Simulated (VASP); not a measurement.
**HfC: single point with PBE**

Crystal: HfC.

```xyz
2
Lattice="0.0000 2.3250 2.3250 2.3250 0.0000 2.3250 2.3250 2.3250 0.0000" Properties=species:S:1:pos:R:3 pbc="T T T"
Hf    2.3250    2.3250    2.3250
C     0.0000    0.0000    0.0000
```

* Program: VASP 6.6.1
* Task: single point
* Functional: PBE
* Potentials or basis: VASP PAW PBE potentials, release 64 (Hf_pv, C)
* Cutoff: 520 eV
* k mesh: 7 × 7 × 7
* Occupations: fermi-dirac, width 0.04 eV
* Spin: no spin polarisation
* Dipole correction: no
* Further INCAR settings: ALGO = Normal; EDIFF = 1e-06; NBANDS = 14

```json
{
 "Pressure": "-0.4 GPa",
 "Band gap on the k mesh": "zero (band 7 reaches 6.96 eV, above the bottom of band 8 at 5.54 eV)"
}
```

Levels at points of the mesh, in eV from the Fermi level:
| k point | band 4 | band 5 | band 6 | band 7 | band 8 | band 9 | band 10 | band 11 |
| --- | --- | --- | --- | --- | --- | --- | --- | --- |
| (0.00, 0.00, 0.00) | -12.19 | 1.12 | 1.12 | 1.12 | 1.51 | 1.51 | 1.51 | 3.51 |

Run time: 5.6 s on 1 thread of Intel(R) Xeon(R) Platinum 8259CL CPU @ 2.50GHz (Skylake/Cascade Lake), with other jobs on the host, peak memory 0.14 GiB.

Caveat: spin-orbit coupling is left out, which moves the levels of the heavy elements.
